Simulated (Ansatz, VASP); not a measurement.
**V: VASP beside Ansatz**

File INCAR:

```
ALGO = Normal ; EDIFF = 1E-6
ENCUT = 520 ; GGA = PE
ISIF = 2 ; ISMEAR = -1
ISPIN = 2 ; LASPH = T
LCHARG = F ; LMAXMIX = 4
LORBIT = 11 ; LREAL = F
LWAVE = F ; MAGMOM = 1.5 1.5
NBANDS = 24 ; NELM = 150
NUPDOWN = 3.0 ; PREC = Accurate
SIGMA = 0.05
```

KPOINTS

```
k-points
0
Gamma
  10 10 5
```

The input POSCAR:

```
V
1.0
    2.6042941027      0.0000000000      0.0000000000
   -1.3021470513      2.2553848518      0.0000000000
    0.0000000000      0.0000000000      4.7233360000
V
2
Direct
    0.3333333333      0.6666666667      0.2500000000
    0.6666666667      0.3333333333      0.7500000000
```

File input.yaml:

```yaml
crystal:
  lattice:
    - [2.6042941027, 0.0, 0.0]
    - [-1.3021470513, 2.2553848518, 0.0]
    - [0.0, 0.0, 4.723336]
  atoms:
    - { symbol: V, position: [0.3333333333, 0.6666666667, 0.25], spin: 1.5 }
    - { symbol: V, position: [0.6666666667, 0.3333333333, 0.75], spin: 1.5 }
hamiltonian:
  xc: pbe
  pseudopotentials: { kind: paw }
magnetization:
  spin_polarized: true
  initial_magnetization: 3.0
  spin_locking: { lock_magnetization: hard }
kpoints:
  mp_grid: { grid: [10, 10, 5] }
scf:
  occupations: { method: fermi_dirac, width: 0.05 }
  lower_state_search: "off"
output:
  forces: true
  stress: true
  eigenvalues: true
```

Alike in both runs: task single point; functional PBE; k mesh 10 × 10 × 5; occupations fermi-dirac, width 0.05 eV; collinear spin; fixed moment 3 μB.

|  | VASP | Ansatz |
| --- | --- | --- |
| version | VASP 6.6.1 | Ansatz 0.2.0 |
| potentials or method | VASP PAW PBE potentials, release 64 (V_sv) | Ansatz PAW |
| plane-wave cutoff (eV) | 520 | 420 |
| valence electrons in the cell | 26 | 26 |

```tsv
	VASP	Ansatz	Ansatz less VASP
pressure (GPa)	9.1	8.9	-0.23
traceless stress, the component that is largest in VASP (GPa)	-10.43	-10.41	+0.026
net moment per atom (μB)	1.50	1.50	0.000
size of the moment on the site where the two differ most (μB)	1.27	1.21	-0.063
```

Site moments also hang on the region over which each program counts them. The functional is the same, so the differences come from potentials, cutoffs and numerics.
